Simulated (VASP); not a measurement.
# MgF2 (P4_2/mnm) in VASP: settings compared

MgF2 is run at these levels: PBE, r2SCAN; tasks: single point.

Program: VASP 6.6.1. These are calculated values, not measurements. Logs are shortened: lines on timing, memory, paths and dates and some standing lists are left out, and cuts for length are marked.

### Step 1. The cell of the first run

Symmetry: P4_2/mnm, No. 136, tetragonal system. The conventional cell has a = 4.698 Å, b = 4.698 Å, c = 3.093 Å, α = 90.00°, β = 90.00°, γ = 90.00°. Mg (site symmetry mmm) has 6 F at 2.02 Å within 2.7 Å. F (site symmetry m2m) has 3 Mg at 2.02 Å and 1 F at 2.61 Å within 2.7 Å.

### Step 2. Single point, PBE

Input file INCAR:

```
ALGO = Normal ; EDIFF = 1E-6
ENCUT = 840 ; GGA = PE
GGA_COMPAT = F ; ISIF = 2
ISMEAR = 0 ; LASPH = T
LCHARG = F ; LREAL = F
LWAVE = F ; NBANDS = 33
NELM = 120 ; PREC = Accurate
SIGMA = 0.01
```

Input file KPOINTS:

```
k-points
0
Gamma
  4 4 8
```

Input file POSCAR:

```
MgF2
1.0
    4.6975999650      0.0000000000      0.0000000000
    0.0000000000      4.6975999650      0.0000000000
    0.0000000000      0.0000000000      3.0930660779
Mg F
2 4
Direct
    0.0000000000      0.0000000000      0.0000000000
    0.5000000000      0.5000000000      0.5000000000
    0.3035644552      0.3035644552      0.0000000000
    0.1964355448      0.8035644552      0.5000000000
    0.6964355448      0.6964355448      0.0000000000
    0.8035644552      0.1964355448      0.5000000000
```

Potentials or basis: VASP PAW PBE potentials, release 64 (Mg_sv, F).

Started as:

```sh
> cat potpaw_PBE.64/Mg_sv/POTCAR potpaw_PBE.64/F/POTCAR > POTCAR
> mpirun -np 1 vasp_std > vasp.out
```

OUTCAR:

```text
EDIFF = 1E-6
   ENCUT = 840
   GGA = PE
   ISIF = 2
   ISMEAR = 0
   LASPH = T
   LREAL = F
   NELM = 120
   PREC = Accurate

 ion  position               nearest neighbor table
   1  0.000  0.000  0.000-   3 2.02   5 2.02   4 2.02   6 2.02   4 2.02   6 2.02
   2  0.500  0.500  0.500-   4 2.02   6 2.02   5 2.02   3 2.02   3 2.02   5 2.02
   3  0.304  0.304  0.000-   1 2.02   2 2.02   2 2.02
   4  0.196  0.804  0.500-   2 2.02   1 2.02   1 2.02
   5  0.696  0.696  0.000-   1 2.02   2 2.02   2 2.02
   6  0.804  0.196  0.500-   2 2.02   1 2.02   1 2.02

  LATTYP: Found a simple tetragonal cell.
 ALAT       =     4.6975999650
 C/A-ratio  =     0.6584353927

  Lattice vectors:

 A1 = (   4.6975999650,   0.0000000000,   0.0000000000)
 A2 = (   0.0000000000,   4.6975999650,   0.0000000000)
 A3 = (   0.0000000000,   0.0000000000,   3.0930660779)

Analysis of symmetry for initial positions (statically):
=====================================================================
 Subroutine PRICEL returns:
 Original cell was already a primitive cell.

 Routine SETGRP: Setting up the symmetry group for a
 simple tetragonal supercell.

 Subroutine GETGRP returns: Found 16 space group operations
 (whereof  8 operations were pure point group operations)
 out of a pool of 16 trial point group operations.

The static configuration has the point symmetry D_2h.
 The point group associated with its full space group is D_4h.

Analysis of symmetry for dynamics (positions and initial velocities):
=====================================================================
 Subroutine PRICEL returns:
 Original cell was already a primitive cell.

 Routine SETGRP: Setting up the symmetry group for a
 simple tetragonal supercell.

 Subroutine GETGRP returns: Found 16 space group operations
 (whereof  8 operations were pure point group operations)
 out of a pool of 16 trial point group operations.

The dynamic configuration has the point symmetry D_2h.
 The point group associated with its full space group is D_4h.

 Subroutine INISYM returns: Found 16 space group operations
 (whereof  8 operations are pure point group operations),
 and found     1 'primitive' translations

----------------------------------------------------------------------------------------

                                     Primitive cell

  volume of cell :      68.2561

  direct lattice vectors                    reciprocal lattice vectors
     4.697599965  0.000000000  0.000000000     0.212874661  0.000000000  0.000000000
     0.000000000  4.697599965  0.000000000     0.000000000  0.212874661  0.000000000
     0.000000000  0.000000000  3.093066078     0.000000000  0.000000000  0.323303795

  length of vectors
     4.697599965  4.697599965  3.093066078     0.212874661  0.212874661  0.323303795

  position of ions in fractional coordinates (direct lattice)
     0.000000000  0.000000000  0.000000000
     0.500000000  0.500000000  0.500000000
     0.303564455  0.303564455  0.000000000
     0.196435545  0.803564455  0.500000000
     0.696435545  0.696435545  0.000000000
     0.803564455  0.196435545  0.500000000

  ion indices of the primitive-cell ions
   primitive index   ion index
                 1           1
                 2           2
                 3           3
                 4           4
                 5           5
                 6           6

----------------------------------------------------------------------------------------

 KPOINTS: k-points

Automatic generation of k-mesh.
 Grid dimensions read from file:
 generate k-points for:    4    4    8

 Generating k-lattice:

  Cartesian coordinates                     Fractional coordinates (reciprocal lattice)
     0.053218665  0.000000000  0.000000000     0.250000000  0.000000000  0.000000000
     0.000000000  0.053218665  0.000000000     0.000000000  0.250000000  0.000000000
     0.000000000  0.000000000  0.040412974     0.000000000  0.000000000  0.125000000

  Length of vectors
     0.053218665  0.053218665  0.040412974

  Shift w.r.t. Gamma in fractional coordinates (k-lattice)
     0.000000000  0.000000000  0.000000000

 Subroutine IBZKPT returns following result:
 ===========================================

 Found     30 irreducible k-points:

 Following reciprocal coordinates:
            Coordinates               Weight
  0.000000  0.000000  0.000000      1.000000
  0.250000  0.000000  0.000000      4.000000
  0.500000  0.000000  0.000000      2.000000
  0.250000  0.250000  0.000000      4.000000
  0.500000  0.250000  0.000000      4.000000
  0.500000  0.500000  0.000000      1.000000
[... 16 lines left out ...]
  0.500000  0.250000  0.375000      8.000000
  0.500000  0.500000  0.375000      2.000000
 [... further k-points ...]
   k-points           NKPTS =     30   k-points in BZ     NKDIM =     30   number of bands    NBANDS=     33
   number of dos      NEDOS =    301   number of ions     NIONS =      6
   total plane-waves  NPLWV =  69120
   dimension x,y,z NGX =    48 NGY =   48 NGZ =   30
   dimension x,y,z NGXF=    96 NGYF=   96 NGZF=   60
   ions per type =               2   4
   NGX,Y,Z   is equivalent  to a cutoff of  16.99, 16.99, 16.12 a.u.
   NGXF,Y,Z  is equivalent  to a cutoff of  33.97, 33.97, 32.25 a.u.
 SYSTEM =  unknown system
   PREC   = accura    normal or accurate (medium, high low for compatibility)
   ISTART =      0    job   : 0-new  1-cont  2-samecut
   ICHARG =      2    charge: 1-file 2-atom 10-const
   ISPIN  =      1    spin polarized calculation?
   LNONCOLLINEAR =      F non collinear calculations
   LSORBIT =      F    spin-orbit coupling
   LASPH  =      T    aspherical Exc in radial PAW
   ENCUT  =  840.0 eV  61.74 Ry    7.86 a.u.  11.10 11.10  7.31*2*pi/ulx,y,z
   NELM   =    120;   NELMIN=  2; NELMDL= -5     # of ELM steps
   EDIFF  = 0.1E-05   stopping-criterion for ELM
   LREAL  =      F    real-space projection
   EDIFFG = 0.1E-04   stopping-criterion for IOM
   NSW    =      0    number of steps for IOM
   IBRION =     -1    ionic relax: 0-MD 1-quasi-New 2-CG
   NFREE  =      0    steps in history (QN), initial steepest desc. (CG)
   ISIF   =      2    stress and relaxation
   ISYM   =      2    0-nonsym 1-usesym 2-fastsym
   POTIM  = 0.5000    time-step for ionic-motion
   TEBEG  =    0.0;   TEEND  =   0.0 temperature during run
   PSTRESS=    0.0 pullay stress
   NELECT =      48.0000    total number of electrons
   NUPDOWN=      -1.0000    fix difference up-down
   EMIN   =  10.00;   EMAX   =-10.00  energy-range for DOS
   EFERMI =   0.00;   METHOD = LEGACY
   ISMEAR =     0;   SIGMA  =   0.01  broadening in eV -4-tet -1-fermi 0-gaus
   EFERMI_NEDOS =   21; number of points for ismear=-14 and -15
   IALGO  =     38    algorithm
   IMIX   =      4    mixing-type and parameters
     AMIX     =   0.40;   BMIX     =  1.00
     AMIX_MAG =   1.60;   BMIX_MAG =  1.00
  volume/ion in A,a.u.               =      11.38        76.77
  Fermi-wavevector in a.u.,A,eV,Ry     =   1.455822  2.751104 28.836412  2.119417
  Thomas-Fermi vector in A             =   2.572812
   LORBIT       =      0    0 simple, 1 ext, 2 COOP (PROOUT), +10 PAW based schemes
   GGA     = PE    functional components
   LHFCALC =     F    Hartree Fock is set to
   AEXX    =    0.0000 exact exchange contribution
   IVDW    =     0    specifies the selected vdW correction
   LEPSILON=     F    determine dielectric tensor
   LRPA    =     F    only Hartree local field effects (RPA)
 non-spin polarized calculation
 Gauss-broadening in eV      SIGMA  =   0.01
  energy-cutoff  :      840.00
  volume of cell :       68.26
 maximum number of plane-waves:      3807
 NGX is ok and might be reduce to    48
   NGX = 23   NGY = 23   NGZ = 15

 number of electron      47.9999993 magnetization

 Free energy of the ion-electron system (eV)
  ---------------------------------------------------
  ext. energy  EPLUGINS =         0.00000000
  ---------------------------------------------------
  free energy    TOTEN  =       -31.49272069 eV

  energy without entropy =      -31.49272069  energy(sigma->0) =      -31.49272069

 E-fermi :  -1.4835     XC(G=0):  -9.6848

 val. band max:       -1.6278031507   @ k =   0.0000   0.0000   0.0000
 cond. band min:       5.1911615952   @ k =   0.0000   0.0000   0.0000
 fundamental gap:      6.8189647459
 Fermi energy:        -1.4834754463

 k-point     1 :       0.0000    0.0000    0.0000
  band No.  band energies     occupation
      1     -72.6153      2.00000
      2     -72.6144      2.00000
      3     -39.3934      2.00000
      4     -39.3934      2.00000
      5     -39.3696      2.00000
      6     -39.3696      2.00000
[... 25 lines left out ...]
     32      16.3367      0.00000
     33      16.3367      0.00000

 k-point     2 :       0.2500    0.0000    0.0000
  band No.  band energies     occupation
      1     -72.6151      2.00000
      2     -72.6144      2.00000
      3     -39.3924      2.00000
      4     -39.3924      2.00000
      5     -39.3706      2.00000
      6     -39.3706      2.00000
[... 25 lines left out ...]
     32      15.9112      0.00000
     33      16.5194      0.00000

 k-point     3 :       0.5000    0.0000    0.0000
  band No.  band energies     occupation
      1     -72.6148      2.00000
      2     -72.6148      2.00000
      3     -39.3913      2.00000
      4     -39.3913      2.00000
      5     -39.3718      2.00000
      6     -39.3718      2.00000
[... 25 lines left out ...]
     32      15.5488      0.00000
     33      16.4808      0.00000

 k-point     4 :       0.2500    0.2500    0.0000
  band No.  band energies     occupation
      1     -72.6150      2.00000
      2     -72.6146      2.00000
      3     -39.3937      2.00000
      4     -39.3913      2.00000
      5     -39.3718      2.00000
      6     -39.3694      2.00000
[... 673 lines left out ...]
     32      14.7325      0.00000
     33      14.9436      0.00000

 k-point    23 :       0.5000    0.2500    0.3750
  band No.  band energies     occupation
      1     -72.6132      2.00000
      2     -72.6132      2.00000
      3     -39.3967      2.00000
      4     -39.3967      2.00000
      5     -39.3843      2.00000
      6     -39.3843      2.00000
[... 25 lines left out ...]
     32      14.2524      0.00000
     33      15.5092      0.00000

 k-point    24 :       0.5000    0.5000    0.3750
  band No.  band energies     occupation
      1     -72.6132      2.00000
      2     -72.6132      2.00000
      3     -39.3960      2.00000
      4     -39.3960      2.00000
      5     -39.3848      2.00000
      6     -39.3848      2.00000
[... 25 lines left out ...]
     32      13.4316      0.00000
     33      16.1044      0.00000

 [... further k-points ...]

------------------------ aborting loop because EDIFF is reached ----------------------------------------

  FORCE on cell =-STRESS in cart. coord.  units (eV):
  Direction    XX          YY          ZZ          XY          YZ          ZX
  --------------------------------------------------------------------------------------
  -------------------------------------------------------------------------------------
  Total       -0.0181227     -0.0181227      0.0435679     -0.0000000      0.0000000      0.0000000
  in kB       -0.4253948     -0.4253948      1.0226715     -0.0000000      0.0000000      0.0000000
  external PRESSURE =       0.0572939 kB  Pullay stress =       0.0000000 kB

 VOLUME and BASIS-vectors are now :
 -----------------------------------------------------------------------------
  energy-cutoff  :      840.00
  volume of cell :       68.26
      direct lattice vectors                 reciprocal lattice vectors
     4.697599965  0.000000000  0.000000000     0.212874661  0.000000000  0.000000000
     0.000000000  4.697599965  0.000000000     0.000000000  0.212874661  0.000000000
     0.000000000  0.000000000  3.093066078     0.000000000  0.000000000  0.323303795

 POSITION                                       TOTAL-FORCE (eV/Angst)
 -----------------------------------------------------------------------------------
      0.00000      0.00000      0.00000         0.000000     -0.000000      0.000000
      2.34880      2.34880      1.54653         0.000000     -0.000000      0.000000
      1.42602      1.42602      0.00000        -0.005993     -0.005993     -0.000000
      0.92278      3.77482      1.54653         0.005993     -0.005993      0.000000
      3.27158      3.27158      0.00000         0.005993      0.005993      0.000000
      3.77482      0.92278      1.54653        -0.005993      0.005993      0.000000
 -----------------------------------------------------------------------------------
    total drift:                                0.000000     -0.000000     -0.000000

  FREE ENERGIE OF THE ION-ELECTRON SYSTEM (eV)
  ---------------------------------------------------
  free  energy   TOTEN  =       -31.4927206919 eV

  energy  without entropy=      -31.4927206919  energy(sigma->0) =      -31.49272069
```

Run time: 67 s. Hardware: 1 thread of Intel Xeon Platinum 8488C (Sapphire Rapids), shared host; peak memory 0.3 GiB.

Results:

- Free energy: -31.4927 eV
- Pressure: 0.0 GPa
- Largest force: 0.008 eV/Å
- Band gap on the k mesh: 6.82 eV

Forces on the atoms (eV/Å):
```
Mg   0.000  0.000  0.000
Mg   0.000  0.000  0.000
F   -0.006 -0.006  0.000
F    0.006 -0.006  0.000
F    0.006  0.006  0.000
F   -0.006  0.006  0.000
```

Stress tensor (GPa, compression positive):
```
-0.04  0.00  0.00
 0.00 -0.04  0.00
 0.00  0.00  0.10
```

A k mesh can miss the band edges. A hybrid or GW would open this gap; PBE tends to underestimate it.

[end of part 1 of 2]
